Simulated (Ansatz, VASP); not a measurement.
Si in VASP and in Ansatz

```
Si
1.0
     1.32384   -2.29317    0.00000
     1.32384    2.29317    0.00000
     0.00000    0.00000    2.48733
Si
1
Direct
  0.00000 0.00000 0.50000
```

Change from the starting cell: the structure that the rattled cell fell into.

Alike in both runs: functional PBE; k mesh 24 × 24 × 22; occupations gaussian, width 0.1 eV; no spin polarisation.

Ansatz relaxed the structure, and its values are those at the end. VASP's run is a single point on that final structure, the one shown.

```csv
,VASP,Ansatz
version,VASP 6.6.1,Ansatz 0.2.0
potentials or method,"VASP PAW PBE potentials, release 64 (Si), cutoff 520 eV","scalar-relativistic, plane waves, PAW"
valence electrons in the cell,4,4
```

|  | VASP | Ansatz | Ansatz less VASP |
| --- | --- | --- | --- |
| gap on the k mesh at the Fermi level (eV) | none | none | - |
| pressure (GPa) | 0.0 | 0.0 | +0.05 |

A gap of «none» marks a metal or a gap that the smearing closes. The functional is the same, so the differences come from potentials, cutoffs and numerics.
